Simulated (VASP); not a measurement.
# WC (P-6m2) in VASP: a series of runs

The runs below take WC through single point, relaxation of shape and atoms at fixed volume, with PBEsol.

Everything below comes from runs of VASP 6.6.1. Logs are shortened: lines on timing, memory, paths and dates and some standing lists are left out, and cuts for length are marked.

## 1. The cell of the first run

Symmetry: P-6m2, No. 187, hexagonal system. The conventional cell has a = 2.930 Å, b = 2.930 Å, c = 2.851 Å, α = 90.00°, β = 90.00°, γ = 120.00°. Within 3.0 Å of W (site symmetry -6m2) lie 6 C at 2.21 Å and 8 W at 2.85 to 2.93 Å. C (site symmetry -6m2) has 6 W at 2.21 Å and 8 C at 2.85 to 2.93 Å within 3.0 Å.

## 2. Single point, PBEsol (10.60 Å³/atom)

INCAR

```
ALGO = Normal
EDIFF = 1E-6
ENCUT = 600
GGA = PS
GGA_COMPAT = False
ISIF = 2
ISMEAR = 0
LASPH = True
LCHARG = False
LREAL = False
LWAVE = False
NBANDS = 16
NELM = 120
PREC = Accurate
SIGMA = 0.1
```

KPOINTS

```
k-points
0
Gamma
  18 18 14
```

POSCAR

```
WC
1.0
    2.9296555975      0.0000000000      0.0000000000
   -1.4648277987      2.5371561718      0.0000000000
    0.0000000000      0.0000000000      2.8508171409
W C
1 1
Direct
    0.0000000000      0.0000000000      0.0000000000
    0.6666666667      0.3333333333      0.5000000000
```

Potentials or basis: VASP PAW PBE potentials, release 64 (W_sv, C).

Run with:

```bash
$ cat potpaw_PBE.64/W_sv/POTCAR potpaw_PBE.64/C/POTCAR > POTCAR
$ mpirun -np 1 vasp_std > vasp.out
```

OUTCAR:

```text
EDIFF = 1E-6
   ENCUT = 600
   GGA = PS
   ISIF = 2
   ISMEAR = 0
   LASPH = True
   LREAL = False
   NELM = 120
   PREC = Accurate

 ion  position               nearest neighbor table
   1  0.000  0.000  0.000-   2 2.21   2 2.21   2 2.21   2 2.21   2 2.21   2 2.21
   2  0.667  0.333  0.500-   1 2.21   1 2.21   1 2.21   1 2.21   1 2.21   1 2.21

  LATTYP: Found a hexagonal cell.
 ALAT       =     2.9296555975
 C/A-ratio  =     0.9730895138

  Lattice vectors:

 A1 = (   2.9296555975,   0.0000000000,   0.0000000000)
 A2 = (  -1.4648277987,   2.5371561718,   0.0000000000)
 A3 = (   0.0000000000,   0.0000000000,   2.8508171409)

Analysis of symmetry for initial positions (statically):
=====================================================================
 Subroutine PRICEL returns:
 Original cell was already a primitive cell.

 Routine SETGRP: Setting up the symmetry group for a
 hexagonal supercell.

 Subroutine GETGRP returns: Found 12 space group operations
 (whereof 12 operations were pure point group operations)
 out of a pool of 24 trial point group operations.

The static configuration has the point symmetry D_3h.

Analysis of symmetry for dynamics (positions and initial velocities):
=====================================================================
 Subroutine PRICEL returns:
 Original cell was already a primitive cell.

 Routine SETGRP: Setting up the symmetry group for a
 hexagonal supercell.

 Subroutine GETGRP returns: Found 12 space group operations
 (whereof 12 operations were pure point group operations)
 out of a pool of 24 trial point group operations.

The dynamic configuration has the point symmetry D_3h.

 Subroutine INISYM returns: Found 12 space group operations
 (whereof 12 operations are pure point group operations),
 and found     1 'primitive' translations

----------------------------------------------------------------------------------------

                                     Primitive cell

  volume of cell :      21.1901

  direct lattice vectors                    reciprocal lattice vectors
     2.929655598  0.000000000  0.000000000     0.341337050  0.197071038  0.000000000
    -1.464827799  2.537156172  0.000000000     0.000000000  0.394142076  0.000000000
     0.000000000  0.000000000  2.850817141     0.000000000  0.000000000  0.350776620

  length of vectors
     2.929655598  2.929655597  2.850817141     0.394142076  0.394142076  0.350776620

[... 80 lines left out ...]
   EDIFF  = 0.1E-05   stopping-criterion for ELM
   LREAL  =      F    real-space projection
   EDIFFG = 0.1E-04   stopping-criterion for IOM
   NSW    =      0    number of steps for IOM
   IBRION =     -1    ionic relax: 0-MD 1-quasi-New 2-CG
   NFREE  =      0    steps in history (QN), initial steepest desc. (CG)
   ISIF   =      2    stress and relaxation
   ISYM   =      2    0-nonsym 1-usesym 2-fastsym
   POTIM  = 0.5000    time-step for ionic-motion
   TEBEG  =    0.0;   TEEND  =   0.0 temperature during run
   PSTRESS=    0.0 pullay stress
   NELECT =      18.0000    total number of electrons
   NUPDOWN=      -1.0000    fix difference up-down
   EMIN   =  10.00;   EMAX   =-10.00  energy-range for DOS
   EFERMI =   0.00;   METHOD = LEGACY
   ISMEAR =     0;   SIGMA  =   0.10  broadening in eV -4-tet -1-fermi 0-gaus
   EFERMI_NEDOS =   21; number of points for ismear=-14 and -15
   IALGO  =     38    algorithm
   IMIX   =      4    mixing-type and parameters
     AMIX     =   0.40;   BMIX     =  1.00
     AMIX_MAG =   1.60;   BMIX_MAG =  1.00
  volume/ion in A,a.u.               =      10.60        71.50
  Fermi-wavevector in a.u.,A,eV,Ry     =   1.550439  2.929904 32.706506  2.403860
  Thomas-Fermi vector in A             =   2.655102
   LORBIT       =      0    0 simple, 1 ext, 2 COOP (PROOUT), +10 PAW based schemes
   GGA     = PS    functional components
   LHFCALC =     F    Hartree Fock is set to
   AEXX    =    0.0000 exact exchange contribution
   IVDW    =     0    specifies the selected vdW correction
   LEPSILON=     F    determine dielectric tensor
   LRPA    =     F    only Hartree local field effects (RPA)
 non-spin polarized calculation
 Gauss-broadening in eV      SIGMA  =   0.10
  energy-cutoff  :      600.00
  volume of cell :       21.19
 maximum number of plane-waves:       720
 NGX is ok and might be reduce to    24
   NGX = 11   NGY = 11   NGZ = 11

 number of electron      18.0000000 magnetization

 Free energy of the ion-electron system (eV)
  ---------------------------------------------------
  ext. energy  EPLUGINS =         0.00000000
  ---------------------------------------------------
  free energy    TOTEN  =       -23.88393976 eV

  energy without entropy =      -23.88254221  energy(sigma->0) =      -23.88324099

 E-fermi :  10.6251     XC(G=0): -13.8121

 val. band max:       10.6153434833   @ k =   0.4444  -0.0000   0.5000
 cond. band min:      10.6367260790   @ k =   0.4444   0.0556   0.4286
 fundamental gap:      0.0213825957
 Fermi energy:        10.6250539831

 k-point     1 :       0.0000    0.0000    0.0000
  band No.  band energies     occupation
      1     -63.3446      2.00000
      2     -27.3243      2.00000
      3     -27.2380      2.00000
      4     -27.2380      2.00000
      5      -3.6327      2.00000
      6       6.4275      2.00000
[... 433 lines left out ...]
      3     -27.4658      2.00000
      4     -27.2221      2.00000
      5      -0.3082      2.00000
      6       3.8550      2.00000
[... 8 lines left out ...]
     15      24.1172      0.00000
     16      27.8494      0.00000

 [... further k-points ...]

------------------------ aborting loop because EDIFF is reached ----------------------------------------

  FORCE on cell =-STRESS in cart. coord.  units (eV):
  Direction    XX          YY          ZZ          XY          YZ          ZX
  --------------------------------------------------------------------------------------
  -------------------------------------------------------------------------------------
  Total       -1.3687121     -1.3687121     -1.3287633     -0.0000000      0.0000000      0.0000000
  in kB     -103.4878995   -103.4878995   -100.4673769     -0.0000000      0.0000000      0.0000000
  external PRESSURE =    -102.4810586 kB  Pullay stress =       0.0000000 kB

 VOLUME and BASIS-vectors are now :
 -----------------------------------------------------------------------------
  energy-cutoff  :      600.00
  volume of cell :       21.19
      direct lattice vectors                 reciprocal lattice vectors
     2.929655598  0.000000000  0.000000000     0.341337050  0.197071038  0.000000000
    -1.464827799  2.537156172  0.000000000     0.000000000  0.394142076  0.000000000
     0.000000000  0.000000000  2.850817141     0.000000000  0.000000000  0.350776620

 POSITION                                       TOTAL-FORCE (eV/Angst)
 -----------------------------------------------------------------------------------
      0.00000      0.00000      0.00000         0.000000      0.000000      0.000000
      1.46483      0.84572      1.42541        -0.000000      0.000000      0.000000
 -----------------------------------------------------------------------------------
    total drift:                                0.000000     -0.000000      0.000000

  FREE ENERGIE OF THE ION-ELECTRON SYSTEM (eV)
  ---------------------------------------------------
  free  energy   TOTEN  =       -23.8839397622 eV

  energy  without entropy=      -23.8825422080  energy(sigma->0) =      -23.88324099
```

OSZICAR:

```text
N       E                     dE             d eps       ncg     rms          rms(c)
DAV:   1     0.117923049886E+03    0.11792E+03   -0.10192E+04  9488   0.137E+03
DAV:   2    -0.232578381094E+02   -0.14118E+03   -0.13626E+03 11256   0.358E+02
DAV:   3    -0.267825534764E+02   -0.35247E+01   -0.35100E+01 10440   0.529E+01
DAV:   4    -0.268021876842E+02   -0.19634E-01   -0.19633E-01 12408   0.443E+00
DAV:   5    -0.268023351844E+02   -0.14750E-03   -0.14750E-03 10480   0.369E-01    0.317E+01
DAV:   6    -0.239947439669E+02    0.28076E+01   -0.54341E+00 11648   0.250E+01    0.848E+00
DAV:   7    -0.239188059213E+02    0.75938E-01   -0.39472E-01 10096   0.487E+00    0.601E+00
DAV:   8    -0.238849945231E+02    0.33811E-01   -0.72693E-02 10808   0.220E+00    0.866E-01
DAV:   9    -0.238841251700E+02    0.86935E-03   -0.27133E-03 10280   0.425E-01    0.125E-01
DAV:  10    -0.238839394738E+02    0.18570E-03   -0.29089E-04 12000   0.202E-01    0.439E-02
DAV:  11    -0.238839403118E+02   -0.83793E-06   -0.10758E-05 10288   0.320E-02    0.794E-03
DAV:  12    -0.238839397622E+02    0.54956E-06   -0.17832E-06  8576   0.112E-02
   1 F= -.23883940E+02 E0= -.23883241E+02  d E =-.139755E-02
```

stdout:

```text
POSCAR found type information on POSCAR W C
 POSCAR found :  2 types and       2 ions
 scaLAPACK will be used
 -----------------------------------------------------------------------------
|                                                                             |
|                                                                             |
|     You enforced a specific xc type in the INCAR file but a different       |
|     I HOPE YOU KNOW WHAT YOU ARE DOING!                                     |
|                                                                             |
 -----------------------------------------------------------------------------

 LDA part: xc-table for (Slater+PW92), standard interpolation
 POSCAR, INCAR and KPOINTS ok, starting setup
 FFT: planning ... GRIDC
 FFT: planning ... GRID_SOFT
 FFT: planning ... GRID
 WAVECAR not read
 entering main loop
```

It took 89 s on 1 thread of Intel Xeon 8259CL, shared host; peak memory 0.24 GiB.

Results:

```yaml
Free_energy: -23.8839 eV
Pressure: -10.2 GPa
Band_gap_on_the_k_mesh: zero (bands 9 and 10 overlap by 1.19 eV)
```

Levels at points of the mesh, in eV from the Fermi level:
```csv
k point,band 7,band 8,band 9,band 10,band 11,band 12
"(0.00, 0.00, 0.00)",-3.25,-3.25,0.15,3.15,3.15,5.56
"(0.50, 0.00, 0.00)",-3.48,-3.48,-0.44,2.29,4.40,4.74
"(0.00, 0.00, 0.50)",-1.97,-1.97,-0.56,-0.56,3.67,4.47
"(0.50, 0.00, 0.50)",-4.22,-4.11,0.27,4.30,5.19,6.48
```

Caveat: the cell stands under tension; the PAW data sets were made with another functional, which shifts forces and pressure a little; spin-orbit coupling is left out, which moves the levels of the heavy elements.

## 3. Single point, PBEsol (10.90 Å³/atom)

This run uses another cell than the first one, of 10.90 Å³/atom.

INCAR

```
ALGO     = Normal         # electronic algorithm
EDIFF    = 1E-6           # SCF threshold, eV
ENCUT    = 600            # plane-wave cutoff, eV
GGA      = PS             # functional
GGA_COMPAT= False        
ISIF     = 2              # what is computed and relaxed
ISMEAR   = 0              # smearing method
LASPH    = True           # aspherical terms in the spheres
LCHARG   = False          # write CHGCAR
LREAL    = False          # projectors in reciprocal space
LWAVE    = False          # write WAVECAR
NBANDS   = 16             # bands
NELM     = 120            # most SCF steps
PREC     = Accurate       # precision mode
SIGMA    = 0.1            # smearing width, eV
```

KPOINTS is that of step 2.

POSCAR

```
WC
1.0
    2.9604361130      0.0000000000      0.0000000000
   -1.4802180565      2.5638128801      0.0000000000
    0.0000000000      0.0000000000      2.8731596126
W C
1 1
Direct
    0.0000000000      0.0000000000      0.0000000000
    0.6666666667      0.3333333333      0.5000000000
```

Potentials or basis: VASP PAW PBE potentials, release 64 (W_sv, C).

Run with:

```bash
$ cat potpaw_PBE.64/W_sv/POTCAR potpaw_PBE.64/C/POTCAR > POTCAR
$ mpirun -np 1 vasp_std > vasp.out
```

Run time: 77 s. Hardware: 1 thread of Intel Xeon 8259CL, shared host; peak memory 0.24 GiB.

Results (log left out):

```yaml
Free_energy: -23.8257 eV
Pressure: -20.0 GPa
Band_gap_on_the_k_mesh: zero (bands 9 and 10 overlap by 1.17 eV)
```

Stress tensor (GPa, compression positive):
```
-20.10   0.00   0.00
  0.00 -20.10   0.00
  0.00   0.00 -19.82
```

Levels at points of the mesh, in eV from the Fermi level:
```tsv
k point	band 7	band 8	band 9	band 10	band 11	band 12
(0.00, 0.00, 0.00)	-3.15	-3.15	0.18	3.02	3.02	5.42
(0.50, 0.00, 0.00)	-3.35	-3.33	-0.43	2.22	4.22	4.53
(0.00, 0.00, 0.50)	-1.92	-1.92	-0.52	-0.52	3.59	4.38
(0.50, 0.00, 0.50)	-4.09	-4.04	0.23	4.11	4.99	6.23
```

Caveat: the cell stands under tension; the PAW data sets were made with another functional, which shifts forces and pressure a little; spin-orbit coupling is left out, which moves the levels of the heavy elements.

## 4. Relaxation of shape and atoms at fixed volume, PBEsol (9.67 Å³/atom)

This run uses another cell than the first one, of 9.67 Å³/atom.

INCAR

```
SYSTEM = WC
PREC     = Accurate       ! precision mode
ENCUT    = 600            ! plane-wave cutoff, eV
EDIFF    = 1E-7           ! SCF threshold, eV
ISMEAR   = 0              ! smearing method
SIGMA    = 0.1            ! smearing width, eV
LREAL    = .FALSE.        ! projectors in reciprocal space
LASPH    = .TRUE.         ! aspherical terms in the spheres
NELM     = 120            ! most SCF steps
ALGO     = Normal         ! electronic algorithm
ISIF     = 4              ! what is computed and relaxed
LWAVE    = .FALSE.        ! write WAVECAR
LCHARG   = .FALSE.        ! write CHGCAR
GGA      = PS             ! functional
IBRION   = 2              ! ionic algorithm
NSW      = 50             ! ionic steps
EDIFFG   = -0.01          ! ionic threshold
GGA_COMPAT= .FALSE.      
NELMIN   = 4
```

KPOINTS

```
regular mesh
0
G
  18 18 14
  0 0 0
```

POSCAR

```
WC
1.0
    2.8367707057      0.0000000000      0.0000000000
   -1.4183853529      2.4567154959      0.0000000000
    0.0000000000      0.0000000000      2.7748829025
W C
1 1
Direct
    0.0000000000      0.0000000000      0.0000000000
    0.6666666667      0.3333333333      0.5000000000
```

Run with:

```bash
$ cat potpaw_PBE.64/W_sv/POTCAR potpaw_PBE.64/C/POTCAR > POTCAR
$ mpirun -np 1 vasp_std > vasp.out
```

It took 2.8 min on 1 thread of Intel Xeon 8259CL, shared host; peak memory 0.23 GiB.

The run converged. Its results:

```
Free energy               : -23.7849 eV
Energy gained by relaxing : 0.2 meV/atom
Ionic steps               : 3
Pressure after relaxing   : 30.3 GPa
Band gap on the k mesh    : zero (bands 9 and 10 overlap by 1.35 eV)
```

Step by step:
```tsv
step	energy change (eV)	largest force (eV/Å)	pressure (GPa)	volume (Å³)
1	0.0000	0.0000	30.40	19.34
2	0.0004	0.0000	30.05	19.34
3	-0.0003	0.0000	30.26	19.34
```

Final structure:
```
CELL_PARAMETERS angstrom
2.83392 0.00000 0.00000
-1.41696 2.45424 0.00000
0.00000 0.00000 2.78047
ATOMIC_POSITIONS crystal
W 0.00000 0.00000 0.00000
C 0.66667 0.33333 0.50000
```

Levels at points of the mesh, in eV from the Fermi level:
```
           k point  band 5  band 6  band 7  band 8  band 9  band 10  band 11  band 12  band 13
(0.00, 0.00, 0.00)  -15.00   -4.79   -3.62   -3.62    0.06     3.53     3.53     6.01     6.01
(0.50, 0.00, 0.00)  -11.39   -7.38   -4.03   -3.96   -0.46     2.51     4.99     5.44     7.24
(0.00, 0.00, 0.50)  -10.51   -9.17   -2.17   -2.17   -0.72    -0.72     3.87     4.72     4.72
(0.50, 0.00, 0.50)  -11.79   -6.95   -4.68   -4.37    0.42     4.93     5.83     7.29     9.96
```

Caveat: the PAW data sets were made with another functional, which shifts forces and pressure a little; spin-orbit coupling is left out, which moves the levels of the heavy elements.

(Part 1 of 2 ends here.)
